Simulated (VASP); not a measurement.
Write the native input for VASP 6.6.1 that does the following.

```
Task                   : single point
Functional             : PBE
Potentials or basis    : VASP PAW PBE potentials, release 64 (C)
Cutoff                 : 520 eV
k mesh                 : 26 × 26 × 26
Occupations            : fermi-dirac, width 0.0612256 eV
Spin                   : no spin polarisation
Dipole correction      : no
Further INCAR settings : ALGO = Normal; EDIFF = 1e-06; NBANDS = 11
```

The structure of C lies in POSCAR:

```
C
1.0
    0.0000000000      1.7496114966      1.7496114966
    1.7496114966      0.0000000000      1.7496114966
    1.7496114966      1.7496114966      0.0000000000
C
2
Direct
    0.0000000000      0.0000000000      0.0000000000
    0.2500000000      0.2500000000      0.2500000000
```

One way to write it, as run:

INCAR

```
SYSTEM = C
PREC = Accurate ; ENCUT = 520
EDIFF = 1E-6 ; ISMEAR = -1
SIGMA = 0.06122561905347299 ; LREAL = .False.
LASPH = .True. ; NELM = 100
ALGO = Normal ; ISIF = 2
LWAVE = .False. ; LCHARG = .False.
GGA = PE ; NBANDS = 11
```

KPOINTS

```
Automatic mesh
0
Gamma
  26 26 26
  0 0 0
```

Potentials or basis: VASP PAW PBE potentials, release 64 (C).

Run with:

```bash
$ cat potpaw_PBE.64/C/POTCAR > POTCAR
$ mpirun -np 1 vasp_std > vasp.out
```

It gave:

```json
{
  "Pressure": "30.7 GPa",
  "Band gap on the k mesh": "4.27 eV, indirect (least direct gap 5.75 eV)"
}
```

Wall time 26 s on 1 thread of Intel(R) Xeon(R) Platinum 8488C (Sapphire Rapids), with other jobs on the host, peak memory 0.15 GiB.
